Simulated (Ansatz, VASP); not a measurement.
# One calculation of W, two programs

Contents of INCAR:

```
SYSTEM = W
PREC = Accurate
ENCUT = 520
EDIFF = 1E-7
ISMEAR = 0
SIGMA = 0.15
LREAL = .False.
LASPH = .True.
NELM = 60
ALGO = Fast
ISIF = 2
LWAVE = .False.
LCHARG = .True.
GGA = PE
LELF = .True.
LVHAR = .True.
NBANDS = 13
```

File KPOINTS:

```
Automatic mesh
0
Gamma
  20 20 20
  0 0 0
```

Contents of POSCAR:

```
W
1.0
   -1.6571987500      1.5374012500      1.5973000000
    1.6571987500     -1.5374012500      1.5973000000
    1.6571987500      1.5374012500     -1.5973000000
W
1
Direct
    0.0000000000      0.0000000000      0.0000000000
```

Input for Ansatz:

```yaml
crystal:
  lattice:
    - [-1.65719875, 1.53740125, 1.5973]
    - [1.65719875, -1.53740125, 1.5973]
    - [1.65719875, 1.53740125, -1.5973]
  atoms:
    - { symbol: W, position: [0.0, 0.0, 0.0] }
basis:
  ecutwfc: 420
kpoints:
  mp_grid: { grid: [20, 20, 20] }
hamiltonian:
  xc: pbe
scf:
  occupations: { method: gaussian, width: 0.15 }
output:
  forces: true
  stress: true
  eigenvalues: true
```

Change from the starting cell: strain +0.0375 x Voigt [1, -1, 0, 0, 0, 0], atoms carried along.

Alike in both runs: task single point; functional PBE; k mesh 20 × 20 × 20; occupations gaussian, width 0.15 eV; no spin polarisation.

|  | VASP | Ansatz |
| --- | --- | --- |
| version | VASP 6.6.1 | Ansatz 0.2.0 |
| potentials or method | VASP PAW PBE potentials, release 64 (W_sv), cutoff 520 eV | scalar-relativistic, plane waves, PAW |
| valence electrons in the cell | 14 | 14 |

```csv
,VASP,Ansatz,Ansatz less VASP
gap on the k mesh at the Fermi level (eV),none,none,-
pressure (GPa),-1.5,-2.0,-0.46
"traceless stress, the component that is largest in VASP (GPa)",11.95,11.96,+0.009
```

A gap of «none» marks a metal or a gap that the smearing closes.

Spin-orbit coupling is off throughout.
